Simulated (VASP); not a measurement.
A run of VASP 6.6.1 is set up as follows.

The input INCAR:

```
SYSTEM = Cu3O2
PREC     = Accurate       ! precision mode
ENCUT    = 820            ! plane-wave cutoff, eV
EDIFF    = 1E-6           ! SCF threshold, eV
ISMEAR   = -1             ! smearing method
SIGMA    = 0.05           ! smearing width, eV
LREAL    = .False.        ! projectors in reciprocal space
LASPH    = .True.         ! aspherical terms in the spheres
NELM     = 120            ! most SCF steps
ALGO     = Normal         ! electronic algorithm
ISIF     = 2              ! what is computed and relaxed
LWAVE    = .False.        ! write WAVECAR
LCHARG   = .True.         ! write CHGCAR
GGA      = PS             ! functional
LELF     = .True.         ! ELF
LVHAR    = .True.       
NBANDS   = 42             ! bands
GGA_COMPAT= .False.
```

Contents of KPOINTS:

```
regular mesh
0
Gamma
  8 8 8
  0 0 0
```

The input POSCAR:

```
Cu3O2
1.0
   -2.0229820000      2.0229820000      3.7470893400
    2.0229820000     -2.0229820000      3.7470893400
    2.0229820000      2.0229820000     -3.7470893400
Cu O
3 2
Direct
    0.0000000000      0.0000000000      0.0000000000
    0.7500000000      0.2500000000      0.5000000000
    0.2500000000      0.7500000000      0.5000000000
    0.5000000000      0.0000000000      0.5000000000
    0.0000000000      0.5000000000      0.5000000000
```

Potentials or basis: VASP PAW PBE potentials, release 64 (Cu_sv_GW, O).

Run with:

```sh
$ cat potpaw_PBE.64/Cu_sv_GW/POTCAR potpaw_PBE.64/O/POTCAR > POTCAR
$ mpirun -np 1 vasp_std > vasp.out
```

Problem. What does it give for the pressure?

Solution. -10.7 GPa.

Problem. What does it give for the band gap on the k mesh?

Solution. Zero (an odd number of electrons rules out a gap without spin polarisation).

Stress tensor (GPa, compression positive):
```
 -7.03   0.00   0.00
  0.00  -7.03   0.00
  0.00   0.00 -18.09
```

Caveat: the stress differs along the axes, from -18 to -7 GPa; the PAW data sets were made with another functional, which shifts forces and pressure a little. With open d or f shells a metallic result of PBEsol can be an artefact of self-interaction; +U or a hybrid may open a gap.
